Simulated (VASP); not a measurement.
Set up this calculation in VASP 6.6.1, as the native input.

```yaml
Task: single point
Functional: r2SCAN
Potentials_or_basis: VASP PAW PBE potentials, release 64 (Cu)
Cutoff: 520 eV
k_mesh: 8 × 8 × 8
Occupations: gaussian, width 0.1 eV
Spin: no spin polarisation
Dipole_correction: no
Further_INCAR_settings: ALGO = Normal; EDIFF = 1e-07; NBANDS = 12
```

Cu:

```
Cu
1.0
     0.00000    1.82500    1.82500
     1.82500    0.00000    1.82500
     1.82500    1.82500    0.00000
Cu
1
Direct
  0.00000 0.00000 0.00000
```

The input as run:

POSCAR

```
Cu
1.0
    0.0000000000      1.8250000000      1.8250000000
    1.8250000000      0.0000000000      1.8250000000
    1.8250000000      1.8250000000      0.0000000000
Cu
1
Direct
    0.0000000000      0.0000000000      0.0000000000
```

INCAR.step1

```
SYSTEM = Cu
  PREC = Accurate
  ENCUT = 520
  ISMEAR = 0
  SIGMA = 0.1
  LREAL = .False.
  LASPH = .True.
  NELM = 60
  NBANDS = 12
  GGA = PE
  ALGO = Normal
  EDIFF = 1E-4
  LWAVE = .True.
  LCHARG = .False.
```

INCAR.step2

```
SYSTEM = Cu
  PREC = Accurate
  ENCUT = 520
  EDIFF = 1E-7
  ISMEAR = 0
  SIGMA = 0.1
  LREAL = .False.
  LASPH = .True.
  NELM = 60
  ALGO = Normal
  ISIF = 2
  LWAVE = .False.
  LCHARG = .True.
  METAGGA = R2SCAN
  LMIXTAU = .True.
  LELF = .True.
  LVHAR = .True.
  NBANDS = 12
  ISTART = 1
```

KPOINTS

```
regular mesh
0
Gamma
  8 8 8
  0 0 0
```

Potentials or basis: VASP PAW PBE potentials, release 64 (Cu).

Run with:

```sh
$ cat potpaw_PBE.64/Cu/POTCAR > POTCAR
$ cp INCAR.step1 INCAR
$ mpirun -np 1 vasp_std > vasp.out
$ cp INCAR.step2 INCAR
$ mpirun -np 1 vasp_std > vasp.out
```

It gave:

| Item | Value |
| --- | --- |
| Pressure | -7.1 GPa |

Caveat: the k points lie up to 0.37 Å⁻¹ apart; the PAW data sets were made with another functional, which shifts forces and pressure a little.

It took 10 s on 1 thread of Intel(R) Xeon(R) 6975P-C (Granite Rapids), with other jobs on the host, peak memory 0.13 GiB.
